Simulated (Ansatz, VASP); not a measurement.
# Bi: VASP beside Ansatz

```
Bi
1.0
     5.46750    0.00000    0.00000
    -2.73375    4.73499    0.00000
     0.00000    0.00000    3.36404
Bi
2
Direct
  0.33333 0.66667 0.50000
  0.66667 0.33333 0.50000
```

Alike in both runs: functional PBE; k mesh 12 × 12 × 18; occupations gaussian, width 0.1 eV; no spin polarisation.

Ansatz relaxed the structure, and its values are those at the end. VASP's run is a single point on that final structure, the one shown.

```csv
,VASP,Ansatz
version,VASP 6.6.1,Ansatz 0.2.0
potentials or method,"VASP PAW PBE potentials, release 64 (Bi_d), cutoff 520 eV","scalar-relativistic, plane waves, PAW"
valence electrons in the cell,30,30
```

Ansatz gave:

```
gap on the k mesh at the Fermi level (eV) : none
pressure (GPa)                            : 0.0
```

Task: Which values does VASP return?

Result: gap on the k mesh at the Fermi level (eV): none; pressure (GPa): -0.1.

A gap of «none» marks a metal or a gap that the smearing closes.

Spin-orbit coupling is off throughout.
